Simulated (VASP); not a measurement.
# SiSe3: relaxation of cell and atoms with PBE

SiSe3:

```
Si Se
1.0
     5.96252    0.00000    0.00000
    -2.98126    5.16370    0.00000
     0.00000    0.00000    5.20964
Si Se
2 6
Direct
  0.33333 0.66667 0.25000
  0.66667 0.33333 0.75000
  0.82244 0.64487 0.25000
  0.17756 0.82244 0.75000
  0.35513 0.17756 0.25000
  0.17756 0.35513 0.75000
  0.82244 0.17756 0.25000
  0.64487 0.82244 0.75000
```

* Program: VASP 6.6.1
* Task: relaxation of cell and atoms
* Functional: PBE
* Potentials or basis: VASP PAW PBE potentials, release 64 (Si, Se)
* Cutoff: 600 eV
* k mesh: 9 × 9 × 8
* Occupations: gaussian, width 0.1 eV
* Spin: no spin polarisation
* Dipole correction: no
* Further INCAR settings: ALGO = Normal; EDIFF = 1e-06; IBRION = 2; EDIFFG = -0.01; NSW = 100; ISIF = 3

| Item | Value |
| --- | --- |
| Relaxed volume | 20.34 Å³/atom |
| Relaxed cell | a = 5.985 Å, b = 5.985 Å, c = 5.246 Å, α = 90.00°, β = 90.00°, γ = 120.00° |
| Space group after relaxing (to 0.05 Å) | P6_3/mmc (No. 194) |
| Energy gained by relaxing | 0.8 meV/atom |
| Ionic steps | 5 |
| Pressure after relaxing | 0.0 GPa |
| Largest force after relaxing | 0.006 eV/Å |
| Band gap on the k mesh | zero (band 22 reaches 6.73 eV, above the bottom of band 23 at 4.47 eV) |

Forces in eV/Å, atoms in the order of the input:
```
Si   0.000  0.000  0.000
Si   0.000  0.000  0.000
Se   0.000 -0.006  0.000
Se   0.006 -0.003  0.000
Se   0.006  0.003  0.000
Se   0.000  0.006  0.000
Se  -0.006  0.003  0.000
Se  -0.006 -0.003  0.000
```

The path:
```
step  energy change (eV)  largest force (eV/Å)  pressure (GPa)  volume (Å³)
   1              0.0000                0.0024            0.87       160.40
   2             -0.0055                0.0453           -0.17       162.93
   3             -0.0057                0.0386            0.00       162.52
   4             -0.0062                0.0240            0.00       162.63
   5             -0.0064                0.0064            0.01       162.75
```

Final structure:
```xyz
8
Lattice="5.9851 0.0000 0.0000 -2.9926 5.1833 0.0000 0.0000 0.0000 5.2463" Properties=species:S:1:pos:R:3 pbc="T T T"
Si    0.0000    3.4555    1.3116
Si    2.9926    1.7278    3.9347
Se    2.9926    3.3385    1.3116
Se   -1.3950    4.2609    3.9347
Se    1.5976    0.9224    1.3116
Se    0.0000    1.8447    3.9347
Se    4.3875    0.9224    1.3116
Se    1.3950    4.2609    3.9347
```

Levels at points of the mesh, in eV from the Fermi level:
```tsv
k point	band 18	band 19	band 20	band 21	band 22	band 23	band 24	band 25	band 26	band 27
(0.00, 0.00, 0.00)	-2.46	-1.21	-1.21	-0.29	0.63	0.63	1.36	1.73	2.00	2.00
(0.00, 0.00, 0.50)	-0.28	-0.28	-0.28	0.57	0.57	1.40	1.40	1.40	1.40	2.06
```

It took 7.2 min on 1 thread of Intel(R) Xeon(R) 6975P-C (Granite Rapids), on a shared host, peak memory 0.48 GiB.
